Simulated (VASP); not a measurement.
Runs of VASP 6.6.1 on Au. The structure is that of space group Fm-3m (No. 225), or close to it. The cells are those of the table. 

```tsv
cell	gap on the mesh (eV)	pressure (GPa)
a = 2.909, b = 2.909, c = 2.888 Å, angles 60.2, 60.2, 59.5°, 1 atom	none	(b)
a = 2.910, b = 2.910, c = 2.844 Å, angles 60.7, 60.7, 58.5°, 1 atom	none	-0.2
a = 2.866, b = 2.866, c = 2.888 Å, angles 59.8, 59.8, 60.5°, 1 atom	none	2.4
a = 2.866, b = 2.866, c = 2.844 Å, angles 60.3, 60.3, 59.5°, 1 atom	none	(a)
a = 2.931, b = 2.931, c = 2.888 Å, angles 60.5, 60.5, 59.0°, 1 atom	none	-5.0
```

Alike in all rows: task single point; level PBEsol; potentials or basis VASP PAW PBE potentials, release 64 (Au); no spin polarisation; k mesh 26 × 26 × 26; cutoff (eV) 520; smearing gaussian 0.15 eV.

**Question.** Estimate the missing entries.

**Answer.** (a) 5.4; (b) -2.8.

Caveats: the PAW data sets were made with another functional, which shifts forces and pressure a little; spin-orbit coupling is left out, which moves the levels of the heavy elements; the cell stands under pressure (at least some runs); the cell stands under tension (at least some runs).

A k mesh can miss the band edges, and the runs leave out spin-orbit coupling on Au.

A gap of «none» marks levels without a gap at the run's occupations.
